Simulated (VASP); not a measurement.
Runs of VASP 6.6.1 on SnS3. The structure is that of space group Pm-3m (No. 221), or close to it. The cells are those of the table. 

```tsv
task	cell	k mesh	cutoff (eV)	gap on the mesh (eV)	pressure (GPa)
single point	a = 4.281 Å, 4 atoms	12 × 12 × 12	520	none	0.0
single point	a = 4.396 Å, 4 atoms	4 × 4 × 4	520	none	-3.7
relaxation of cell and atoms	relaxed from a = 4.396 Å, 4 atoms	10 × 10 × 10	600	none	0.0
single point	a = 4.281 Å, 4 atoms	10 × 10 × 10	520	none	(a)
relaxation of cell and atoms	relaxed from a = 4.281 Å, 4 atoms	12 × 12 × 12	600	none	0.0
```

Alike in all rows: level PBE; potentials or basis VASP PAW PBE potentials, release 64 (Sn_d, S); no spin polarisation; smearing gaussian 0.1 eV.

Question: Fill in the values left out.

Answer: (a) -0.1.

Caveats: spin-orbit coupling is left out, which moves the levels of the heavy elements; the relaxation stopped at its first step, so nothing moved (some runs).

A k mesh can miss the band edges, and the runs leave out spin-orbit coupling on Sn.

A gap of «none» marks levels without a gap at the run's occupations.
